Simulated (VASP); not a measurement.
Write the native input for VASP 6.6.1 that does the following.

```
Task                   : single point
Functional             : PBE
Potentials or basis    : VASP PAW PBE potentials, release 64 (Si, C)
Cutoff                 : 520 eV
k mesh                 : 2 × 2 × 2, shifted
Occupations            : gaussian, width 0.02 eV
Spin                   : no spin polarisation
Dipole correction      : no
Further INCAR settings : LREAL = Auto; ALGO = Normal; EDIFF = 1e-06; NBANDS = 86
```

The structure of SiC lies in POSCAR:

```
SiC
1.0
   -4.3797259396     -4.3797259396      4.3797259396
    4.3797259396     -4.3797259396     -4.3797259396
    4.3797259396      4.3797259396      4.3797259396
Si C
16 16
Direct
    0.2509055974      0.7486443440      0.2501801461
    0.0008984375      0.7486890474      0.5001695673
    0.5009147808      0.4986623165      0.2501720677
    0.2509448356      0.4985829375      0.5002172598
    0.0009329130      0.4987425147      0.7501539148
    0.7507892098      0.7486819987      0.7501624723
    0.5009024527      0.7486977940      0.0002158739
    0.0009120597     -0.0012897359      0.2501575544
    0.7509242564      0.2486724939      0.2501604647
    0.5009589321      0.2487031357      0.5001764275
    0.2509130688      0.2487223520      0.7501637528
    0.0009286019      0.2487252061      0.0002195505
    0.7509099514      0.4986997295      0.0001959048
    0.7509358924     -0.0012794022      0.5001941986
    0.5009146079     -0.0013131069      0.7501876214
    0.2509284504     -0.0013106858      0.0001498675
    0.2509255206      0.4987447768      0.2501878247
    0.0009502765      0.4987343009      0.5001891356
    0.5009373250      0.2487548748      0.2501817290
    0.2509223001      0.2488658197      0.5002156624
    0.0009084102      0.2487190814      0.7501943187
    0.7509241926      0.4987513045      0.7501737261
    0.5009311884      0.4987715245      0.0001614421
    1.0009540415      0.7487418848      0.2501873788
    0.7508843163     -0.0012774481      0.2501506704
    0.5009016744     -0.0012557158      0.5001835670
    0.2509159007     -0.0013028697      0.7501757295
    0.0009367582     -0.0012619153      0.0001995396
    0.7509207254      0.2487444046      0.0002002932
    0.7509321755      0.7487064777      0.5001771191
    0.5009975489      0.7487372714      0.7501680139
    0.2509608500      0.7487340745      0.0001944457
```

One way to write it, as run:

INCAR

```
ALGO = Normal ; EDIFF = 1E-6
ENCUT = 520 ; GGA = PE
ISIF = 2 ; ISMEAR = 0
LASPH = True ; LCHARG = True
LELF = True ; LREAL = Auto
LVHAR = True ; LWAVE = False
NBANDS = 86 ; NELM = 60
PREC = Accurate ; SIGMA = 0.02
```

KPOINTS

```
Automatic mesh
0
Gamma
  2 2 2
  0.5 0.5 0.5
```

Potentials or basis: VASP PAW PBE potentials, release 64 (Si, C).

The run is started by

```sh
$ cat potpaw_PBE.64/Si/POTCAR potpaw_PBE.64/C/POTCAR > POTCAR
$ mpirun -np 1 vasp_std > vasp.out
```

It gave:

| Item | Value |
| --- | --- |
| Pressure | 0.0 GPa |
| Largest force | 0.043 eV/Å |
| Band gap on the k mesh | 2.69 eV |

Wall time 7.6 min on 1 thread of Intel Xeon 6975P-C, on a shared host, peak memory 0.43 GiB.
